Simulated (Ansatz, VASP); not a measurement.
**NaF in VASP and in Ansatz**

```
Na F
1.0
     3.69149    0.00000    0.00000
    -1.84574    3.19692    0.00000
     0.00000    0.00000    5.74231
Na F
2 2
Direct
  0.33333 0.66667 0.94432
  0.66667 0.33333 0.44432
  0.66667 0.33333 0.05568
  0.33333 0.66667 0.55568
```

Alike in both runs: functional PBE; k mesh 6 × 6 × 4; occupations gaussian, width 0.1 eV; no spin polarisation.

Ansatz relaxed the structure, and its values are those at the end. VASP's run is a single point on that final structure, the one shown.

```csv
,VASP,Ansatz
version,VASP 6.6.1,Ansatz 0.2.0
potentials or method,"VASP PAW PBE potentials, release 64 (Na_pv, F), cutoff 520 eV","scalar-relativistic, plane waves, PAW"
valence electrons in the cell,28,32
```

```tsv
	VASP	Ansatz	Ansatz less VASP
gap on the k mesh at the Fermi level (eV)	5.45	5.46	+0.015
least direct gap on the mesh (eV)	5.45	5.46	+0.015
pressure (GPa)	0.1	0.2	+0.05
rms of the force components (eV/Å)	0.014	0.013	-0.0004
```

The functional is the same, so the differences come from potentials, cutoffs and numerics. VASP's potentials hold 28 valence electrons a cell and Ansatz's 32, so a difference there can come from the potentials and not from the codes.
